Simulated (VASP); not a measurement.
Here is a VASP 6.6.1 calculation.

INCAR

```
SYSTEM = Cu
PREC = Accurate ; ENCUT = 600
EDIFF = 1E-6 ; ISMEAR = -1
SIGMA = 0.05 ; LREAL = .False.
LASPH = .True. ; NELM = 60
ALGO = Fast ; ISIF = 3
LWAVE = .False. ; LCHARG = .False.
GGA = PS ; IBRION = 2
NSW = 60 ; EDIFFG = -0.01
```

Contents of KPOINTS:

```
Automatic mesh
0
Gamma
  13 12 13
  0 0 0
```

The input POSCAR:

```
Cu
1.0
   -0.0044255800      1.7884307700      1.8385346600
    1.8229069400     -0.0174867600      1.8515958300
    1.7828182100      1.7614032200      0.0226019700
Cu
1
Direct
    0.0000000000      0.0000000000      0.0000000000
```

Potentials or basis: VASP PAW PBE potentials, release 64 (Cu).

Run with:

```sh
$ cat potpaw_PBE.64/Cu/POTCAR > POTCAR
$ mpirun -np 1 vasp_std > vasp.out
```

Q: Estimate the relaxed volume.

A: 11.36 Å³/atom.

Q: Predict the band gap on the k mesh.

A: Zero (an odd number of electrons rules out a gap without spin polarisation).

Q: What does it give for the relaxed cell?

A: a = 2.516 Å, b = 2.533 Å, c = 2.519 Å, α = 60.04°, β = 59.96°, γ = 60.14°.

Final structure:
```xyz
1
Lattice="0.0021 1.7787 1.7790 1.7931 -0.0081 1.7891 1.7830 1.7790 0.0020" Properties=species:S:1:pos:R:3 pbc="T T T"
Cu    0.0000    0.0000    0.0000
```

Caveat: the PAW data sets were made with another functional, which shifts forces and pressure a little.
